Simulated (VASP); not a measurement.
Mo3W: relaxation of cell and atoms with PBE

Mo3W:

```
CELL_PARAMETERS angstrom
4.23419 0.00000 0.00000
0.00000 4.23419 0.00000
0.00000 0.00000 4.23419
ATOMIC_POSITIONS crystal
Mo 0.00000 0.50000 0.50000
Mo 0.50000 0.00000 0.50000
Mo 0.50000 0.50000 0.00000
W 0.00000 0.00000 0.00000
```

The cell was built from a structure type or drawn by symmetry, and may not be a known phase.

| Item | Value |
| --- | --- |
| Program | VASP 6.6.1 |
| Task | relaxation of cell and atoms |
| Functional | PBE |
| Potentials or basis | VASP PAW PBE potentials, release 64 (Mo_sv, W_sv) |
| Cutoff | 500 eV |
| k mesh | 4 × 4 × 4 |
| Occupations | gaussian, width 0.1 eV |
| Spin | no spin polarisation |
| Dipole correction | no |
| Further INCAR settings | ALGO = Normal; EDIFF = 1e-07; IBRION = 2; EDIFFG = -0.04; NSW = 90; ISIF = 3 |

| Quantity | Value |
| --- | --- |
| Relaxed volume | 16.25 Å³/atom |
| Relaxed cell | a = 4.021 Å, b = 4.021 Å, c = 4.021 Å, α = 90.00°, β = 90.00°, γ = 90.00° |
| Space group after relaxing (to 0.1 Å) | Pm-3m (No. 221) |
| Pressure after relaxing | 0.0 GPa |
| Band gap on the k mesh | zero (bands 28 and 29 overlap by 2.32 eV) |

Final structure:
```xyz
4
Lattice="4.0206 0.0000 0.0000 0.0000 4.0206 0.0000 0.0000 0.0000 4.0206" Properties=species:S:1:pos:R:3 pbc="T T T"
Mo    0.0000    2.0103    2.0103
Mo    2.0103    0.0000    2.0103
Mo    2.0103    2.0103    0.0000
W     0.0000    0.0000    0.0000
```

Levels at points of the mesh, in eV from the Fermi level:
| k point | band 25 | band 26 | band 27 | band 28 | band 29 | band 30 | band 31 | band 32 |
| --- | --- | --- | --- | --- | --- | --- | --- | --- |
| (0.00, 0.00, 0.00) | -0.61 | -0.61 | 2.11 | 2.11 | 3.80 | 3.80 | 4.40 | 4.40 |
| (0.50, 0.00, 0.00) | -1.73 | -1.73 | 0.09 | 0.09 | 1.22 | 1.22 | 1.44 | 1.50 |
| (0.50, 0.50, 0.00) | -1.68 | -1.68 | -1.62 | -1.61 | 0.61 | 0.61 | 0.63 | 1.03 |
| (0.50, 0.50, 0.50) | -0.79 | -0.79 | -0.74 | -0.74 | 1.31 | 1.31 | 1.31 | 1.54 |

Run time: 60 s on 1 thread of AMD EPYC 9R45 96-Core Processor (Zen 5), with other jobs on the host, peak memory 0.17 GiB.

Caveat: the k points lie up to 0.39 Å⁻¹ apart in the final cell, too coarse for converged energies and pressures of a metal; spin-orbit coupling is left out, which moves the levels of the heavy elements.
